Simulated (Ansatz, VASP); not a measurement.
# Al3Cu2: VASP beside Ansatz

The input INCAR:

```
SYSTEM = Al3Cu2
PREC     = Accurate       ! precision mode
ENCUT    = 520            ! plane-wave cutoff, eV
EDIFF    = 1E-7           ! SCF threshold, eV
ISMEAR   = -1             ! smearing method
SIGMA    = 0.02           ! smearing width, eV
LREAL    = .False.        ! projectors in reciprocal space
LASPH    = .True.         ! aspherical terms in the spheres
NELM     = 80             ! most SCF steps
ALGO     = Fast           ! electronic algorithm
ISIF     = 2              ! what is computed and relaxed
LWAVE    = .False.        ! write WAVECAR
LCHARG   = .False.        ! write CHGCAR
GGA      = PS             ! functional
NBANDS   = 24             ! bands
```

The input KPOINTS:

```
Automatic mesh
0
Gamma
  12 12 8
  0 0 0
```

POSCAR

```
Al3Cu2
1.0
    4.0919516368      0.0000000000      0.0000000000
   -2.0459758184      3.5437340685      0.0000000000
    0.0000000000      0.0000000000      4.9927787000
Al Cu
3 2
Direct
    0.0000000000      0.0000000000      0.0000000000
    0.3333333333      0.6666666667      0.3499253500
    0.6666666667      0.3333333333      0.6500746500
    0.3333333333      0.6666666667      0.8395121300
    0.6666666667      0.3333333333      0.1604878700
```

Input for Ansatz:

```yaml
crystal:
  lattice:
    - [4.0919516368, 0.0, 0.0]
    - [-2.0459758184, 3.5437340685, 0.0]
    - [0.0, 0.0, 4.9927787]
  atoms:
    - { symbol: Al, position: [0.0, 0.0, 0.0] }
    - { symbol: Al, position: [0.3333333333, 0.6666666667, 0.34992535] }
    - { symbol: Al, position: [0.6666666667, 0.3333333333, 0.65007465] }
    - { symbol: Cu, position: [0.3333333333, 0.6666666667, 0.83951213] }
    - { symbol: Cu, position: [0.6666666667, 0.3333333333, 0.16048787] }
basis:
  ecutwfc: 420
kpoints:
  mp_grid: { grid: [12, 12, 8] }
hamiltonian:
  xc: pbesol
scf:
  occupations: { method: fermi_dirac, width: 0.02 }
output:
  forces: true
  stress: true
  eigenvalues: true
```

Alike in both runs: task single point; functional PBEsol; k mesh 12 × 12 × 8; occupations fermi-dirac, width 0.02 eV; no spin polarisation.

|  | VASP | Ansatz |
| --- | --- | --- |
| version | VASP 6.6.1 | Ansatz 0.2.0 |
| potentials or method | VASP PAW PBE potentials, release 64 (Al, Cu), cutoff 520 eV | scalar-relativistic, plane waves, PAW |
| valence electrons in the cell | 31 | 47 |

VASP gave:

| Item | Value |
| --- | --- |
| gap on the k mesh at the Fermi level (eV) | none |
| pressure (GPa) | 0.4 |
| traceless stress, the component that is largest in VASP (GPa) | -0.34 |
| rms of the force components (eV/Å) | 0.025 |

Task: Estimate Ansatz's values.

Result: gap on the k mesh at the Fermi level (eV): none; pressure (GPa): 0.1; traceless stress, the component that is largest in VASP (GPa): -0.34; rms of the force components (eV/Å): 0.025.

VASP's potentials were made for PBE, not for PBEsol. Atom by atom the forces differ by 0.001 eV/Å (rms over components). A gap of «none» marks a metal or a gap that the smearing closes. VASP's potentials hold 31 valence electrons a cell and Ansatz's 47, so a difference there can come from the potentials and not from the codes.
